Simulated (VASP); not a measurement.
Runs of VASP 6.6.1 on NaPbF3. The structure is that of space group Pm-3m (No. 221), or close to it. The cells are those of the table. 

```csv
level,cell,smearing,gap on the mesh (eV),pressure (GPa)
r2SCAN,"a = 4.791, b = 4.767, c = 4.767 Å, 5 atoms",gaussian 0.01 eV,2.40,(a)
r2SCAN,"a = 4.672, b = 4.672, c = 4.799 Å, 5 atoms",gaussian 0.01 eV,2.13,1.7
r2SCAN,"a = 4.767 Å, 5 atoms",gaussian 0.01 eV,2.37,(c)
r2SCAN,"a = 4.696, b = 4.696, c = 4.791 Å, 5 atoms",gaussian 0.01 eV,2.19,(b)
PBE,"a = 4.672, b = 4.672, c = 4.799 Å, 5 atoms",fermi-dirac 0.02 eV,1.63,3.0
```

Alike in all rows: task single point; potentials or basis VASP PAW PBE potentials, release 64 (Na_pv, Pb_d, F); no spin polarisation; k mesh 6 × 6 × 6; cutoff (eV) 520.

Q: Fill in the values left out.

A: (a) -0.3; (b) 1.2; (c) 0.0.

Caveats: spin-orbit coupling is left out, which moves the levels of the heavy elements; the PAW data sets were made with another functional, which shifts forces and pressure a little (at least some runs).

A k mesh can miss the band edges, and the runs leave out spin-orbit coupling on Pb.
